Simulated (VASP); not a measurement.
Input of a VASP 6.6.1 run:

File INCAR:

```
SYSTEM = Ag16Br
PREC = Accurate
ENCUT = 520
EDIFF = 1E-6
ISMEAR = 0
SIGMA = 0.1
LREAL = Auto
LASPH = .TRUE.
NELM = 80
ALGO = Normal
ISIF = 2
LWAVE = .FALSE.
LCHARG = .TRUE.
GGA = PS
LELF = .TRUE.
LVHAR = .TRUE.
NBANDS = 106
```

The input KPOINTS:

```
regular mesh
0
G
  2 3 1
  0 0 0
```

The input POSCAR:

```
Ag16Br
1.0
    8.1800000000      0.0000000000      0.0000000000
    0.0000000000      5.7841330000      0.0000000000
    0.0000000000      0.0000000000     16.3381000000
Ag Br
16 1
Direct
    0.2500000000      0.2499999568      0.0612066275
    0.7500000000      0.2499999568      0.0612066275
    0.2500000000      0.7500000432      0.0612066275
    0.7500000000      0.7500000432      0.0612066275
    0.0032042787      0.0004949748      0.1389021367
    0.4967971883      0.0004951477      0.1389037281
    0.0026127139      0.5015904717      0.1397857768
    0.4973880196      0.5015908175      0.1397863277
    0.2500031785      0.2533090093      0.2390202655
    0.7500008557      0.2483393795      0.2299203702
    0.2500008557      0.7460909007      0.2365046119
    0.7500030562      0.7543477994      0.2277205428
   -0.0026036675     -0.0010547821      0.3103387787
    0.5026094132     -0.0010625620      0.3103401864
   -0.0052913203      0.4984278543      0.3136102117
    0.5052918093      0.4984212846      0.3136102729
    0.7499859413      0.6608731162      0.4123325846
```

Potentials or basis: VASP PAW PBE potentials, release 64 (Ag, Br).

Command:

```sh
$ cat potpaw_PBE.64/Ag/POTCAR potpaw_PBE.64/Br/POTCAR > POTCAR
$ mpirun -np 1 vasp_std > vasp.out
```

Question: Estimate the band gap on the k mesh.

Answer: Zero (an odd number of electrons rules out a gap without spin polarisation).

Question: Predict the largest force.

Answer: 0.096 eV/Å.

Forces on the atoms (eV/Å):
```
Ag   0.000  0.063  0.072
Ag   0.000  0.060 -0.048
Ag   0.000 -0.054  0.065
Ag   0.000 -0.050 -0.056
Ag  -0.008  0.000  0.002
Ag   0.008  0.000  0.002
Ag  -0.005  0.002  0.003
Ag   0.005  0.002  0.003
Ag   0.000  0.003  0.002
Ag   0.000  0.000 -0.002
Ag   0.000 -0.002  0.000
Ag   0.000 -0.002 -0.002
Ag   0.002  0.001 -0.010
Ag  -0.002  0.001 -0.011
Ag   0.007 -0.008 -0.009
Ag  -0.007 -0.008 -0.009
Br  -0.001 -0.007 -0.002
```

Caveat: the k points lie up to 0.38 Å⁻¹ apart, too coarse for converged energies and pressures of a metal; there is no dipole correction, which matters where the two faces differ; the PAW data sets were made with another functional, which shifts forces and pressure a little; an odd number of electrons without spin polarisation forces a metal; a magnetic or distorted state may lie lower.
